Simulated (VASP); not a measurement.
W: single point with PBE

The system is W.

```xyz
1
Lattice="-2.1463 1.6413 1.6413 1.6413 -2.1463 1.6413 1.6413 1.6413 -2.1463" Properties=species:S:1:pos:R:3 pbc="T T T"
W     0.0000    0.0000    0.0000
```

This cell differs from its parent crystal: ratio of the length along [111] to the lengths across it x 0.6, volume and fractional coordinates fixed.

| Property | Result |
| --- | --- |
| Program | VASP 6.6.1 |
| Task | single point |
| Functional | PBE |
| Potentials or basis | VASP PAW PBE potentials, release 64 (W_sv) |
| Cutoff | 520 eV |
| k mesh | 24 × 24 × 24 |
| Occupations | gaussian, width 0.15 eV |
| Spin | no spin polarisation |
| Dipole correction | no |
| Further INCAR settings | ALGO = Fast; EDIFF = 1e-06; NBANDS = 13 |

- Pressure: 110.2 GPa
- Band gap on the k mesh: zero (band 7 reaches 13.92 eV, above the bottom of band 8 at 8.33 eV)

Stress tensor (GPa, compression positive):
```
110.20 133.19 133.19
133.19 110.20 133.19
133.19 133.19 110.20
```

Levels at points of the mesh, in eV from the Fermi level:
```csv
k point,band 3,band 4,band 5,band 6,band 7,band 8,band 9,band 10,band 11,band 12
"(0.00, 0.00, 0.00)",-39.28,-34.38,-9.32,-6.82,-2.90,-2.90,8.94,8.94,9.17,16.61
"(0.50, 0.00, 0.00)",-37.84,-37.72,-7.39,-6.05,1.20,1.54,4.10,4.56,10.81,16.45
"(0.50, 0.50, 0.00)",-39.38,-34.39,-6.93,-6.49,-1.70,1.27,3.85,8.93,9.05,9.43
"(0.50, 0.50, 0.50)",-37.88,-37.88,-7.52,-7.52,2.69,2.69,7.41,8.35,8.35,12.75
```

Wall time 3.3 min on 1 thread of Intel(R) Xeon(R) Platinum 8375C CPU @ 2.90GHz (Ice Lake), with other jobs on the host, peak memory 0.37 GiB.

Caveat: spin-orbit coupling is left out, which moves the levels of the heavy elements.
